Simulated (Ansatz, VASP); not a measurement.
## BAs: VASP beside Ansatz

File INCAR:

```
SYSTEM = BAs
PREC = Accurate ; ENCUT = 600
EDIFF = 1E-6 ; ISMEAR = -1
SIGMA = 0.05 ; LREAL = .FALSE.
LASPH = .TRUE. ; NELM = 60
ALGO = Normal ; ISIF = 3
LWAVE = .FALSE. ; LCHARG = .FALSE.
GGA = CA ; IBRION = 2
NSW = 70 ; EDIFFG = -0.005
```

KPOINTS

```
regular mesh
0
G
  15 15 15
  0 0 0
```

The input POSCAR:

```
BAs
1.0
    0.0000000000      2.3885000000      2.3885000000
    2.3885000000      0.0000000000      2.3885000000
    2.3885000000      2.3885000000      0.0000000000
B As
1 1
Direct
    0.0000000000      0.0000000000      0.0000000000
    0.2500000000      0.2500000000      0.2500000000
```

Input for Ansatz:

```yaml
crystal:
  lattice:
    - [0.0, 2.3885, 2.3885]
    - [2.3885, 0.0, 2.3885]
    - [2.3885, 2.3885, 0.0]
  atoms:
    - { symbol: B, position: [0.0, 0.0, 0.0] }
    - { symbol: As, position: [0.25, 0.25, 0.25] }
kpoints:
  mp_grid: { grid: [15, 15, 15] }
scf:
  occupations: { method: fermi_dirac, width: 0.05 }
hamiltonian:
  xc: lda
  pseudopotentials: { kind: paw }
output:
  forces: true
  stress: true
relax:
  f_tol: 0.005
  max_steps: 50
  cell: {}
```

Alike in both runs: task relaxation of cell and atoms; functional LDA; k mesh 15 × 15 × 15; occupations fermi-dirac, width 0.05 eV; no spin polarisation.

```csv
,VASP,Ansatz
version,VASP 6.6.1,Ansatz 0.2.0
potentials or method,"VASP PAW LDA potentials, release 64 (B, As)","PAW with Ansatz's default frozen-core files, scalar-relativistic"
plane-wave cutoff (eV),600,420
valence electrons in the cell,8,18
```

```tsv
	VASP	Ansatz	Ansatz less VASP
relaxed volume (Å³/atom)	13.33	13.24	-0.088
relaxed cell length with the largest relative difference (Å)	3.353	3.346	-0.0074
```

LDA's correlation is that of Perdew and Zunger in VASP and of Perdew and Wang (1992) in Ansatz. VASP's potentials hold 8 valence electrons a cell and Ansatz's 18, so a difference there can come from the potentials and not from the codes.
